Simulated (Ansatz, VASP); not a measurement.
## One calculation of Pd, two programs

The input INCAR:

```
SYSTEM = Pd
  PREC = Accurate
  ENCUT = 520
  EDIFF = 1E-7
  ISMEAR = -1
  SIGMA = 0.05
  LREAL = .False.
  LASPH = .True.
  NELM = 150
  ALGO = Normal
  ISIF = 2
  LWAVE = .False.
  LCHARG = .False.
  ISPIN = 2
  MAGMOM = 0.35 0.35 0.354 0.354
  LORBIT = 11
  LMAXMIX = 4
  GGA = PE
  NBANDS = 32
```

KPOINTS

```
regular mesh
0
Gamma
  15 15 4
  0 0 0
```

POSCAR

```
Pd
1.0
    2.8858172241      0.0000000000      0.0000000000
   -1.4429086121      2.4991910268      0.0000000000
    0.0000000000      0.0000000000      9.5440664257
Pd
4
Direct
    0.0000000000      1.0000000000      0.0000000000
    1.0000000000      1.0000000000      0.5000000000
    0.3333333333      0.6666666667      0.2500000000
    0.6666666667      0.3333333333      0.7500000000
```

Input for Ansatz:

```yaml
crystal:
  lattice:
    - [2.8858172241, 0.0, 0.0]
    - [-1.4429086121, 2.4991910268, 0.0]
    - [0.0, 0.0, 9.5440664257]
  atoms:
    - { symbol: Pd, position: [0.0, 1.0, 0.0], spin: 0.35 }
    - { symbol: Pd, position: [1.0, 1.0, 0.5], spin: 0.35 }
    - { symbol: Pd, position: [0.3333333333, 0.6666666667, 0.25], spin: 0.354 }
    - { symbol: Pd, position: [0.6666666667, 0.3333333333, 0.75], spin: 0.354 }
hamiltonian:
  xc: pbe
  pseudopotentials:
    kind: paw
    azcp:
      Pd: "pseudopotentials/Pd.paw.azcp"
basis:
  ecutwfc: 420
  fft_grid_basis: typed
kpoints:
  mp_grid: { grid: [15, 15, 4], shift: [0, 0, 0] }
magnetization:
  spin_polarized: true
scf:
  occupations: { method: fermi_dirac, width: 0.05 }
  lower_state_search: "off"
output:
  stress: true
  write_density: true
  write_potential: true
  elf: true
  volumetric_format: npy
```

Alike in both runs: task single point; functional PBE; k mesh 15 × 15 × 4; occupations fermi-dirac, width 0.05 eV; collinear spin.

|  | VASP | Ansatz |
| --- | --- | --- |
| version | VASP 6.6.1 | Ansatz 0.2.0 |
| potentials or method | VASP PAW PBE potentials, release 64 (Pd), cutoff 520 eV | plane waves (420 eV) with PAW, scalar-relativistic |
| valence electrons in the cell | 40 | 72 |

VASP gave:

- pressure (GPa): -13.7
- traceless stress, the component that is largest in VASP (GPa): -0.23
- net moment per atom (μB): 0.37
- size of the moment on the site where the two differ most (μB): 0.38

Problem. Which values does Ansatz return?

Solution. Pressure (GPa): -13.6; traceless stress, the component that is largest in VASP (GPa): -0.21; net moment per atom (μB): 0.37; size of the moment on the site where the two differ most (μB): 0.39.

Site moments also hang on the region over which each program counts them. With one functional, cell and mesh, what is left measures potentials, basis and numerics. VASP's potentials hold 40 valence electrons a cell and Ansatz's 72, so a difference there can come from the potentials and not from the codes.
